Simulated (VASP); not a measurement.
**TaMo2C3: single point with PBE**

TaMo2C3:

```
CELL_PARAMETERS angstrom
2.98662 0.00000 0.00000
-1.49331 2.58649 0.00000
0.00000 0.00000 7.36567
ATOMIC_POSITIONS crystal
Ta 0.00000 0.00000 0.00000
Mo 0.33333 0.66667 0.66923
Mo 0.66667 0.33333 0.33077
C 0.00000 0.00000 0.50000
C 0.33333 0.66667 0.16792
C 0.66667 0.33333 0.83208
```

| Item | Value |
| --- | --- |
| Program | VASP 6.6.1 |
| Task | single point |
| Functional | PBE |
| Potentials or basis | VASP PAW PBE potentials, release 64 (Ta_pv, Mo_sv, C) |
| Cutoff | 600 eV |
| k mesh | 9 × 9 × 3 |
| Occupations | fermi-dirac, width 0.1 eV |
| Spin | no spin polarisation |

| Property | Result |
| --- | --- |
| Pressure | 51.5 GPa |
| Largest force | 0.317 eV/Å |

Forces in eV/Å, atoms in the order of the input:
```
Ta   0.000  0.000  0.000
Mo   0.000  0.000 -0.042
Mo   0.000  0.000  0.042
C    0.000  0.000  0.000
C    0.000  0.000  0.317
C    0.000  0.000 -0.317
```

Levels at points of the mesh, in eV from the Fermi level:
```
           k point  band 22  band 23  band 24  band 25  band 26  band 27  band 28  band 29
(0.00, 0.00, 0.00)    -2.51    -2.51    -0.72    -0.65    -0.65    -0.56    -0.56    -0.30
```

Wall time 52 s on 1 thread of Intel(R) Xeon(R) Platinum 8259CL CPU @ 2.50GHz (Skylake/Cascade Lake), with other jobs on the host, peak memory 0.22 GiB.

Caveat: spin-orbit coupling is left out, which moves the levels of the heavy elements.
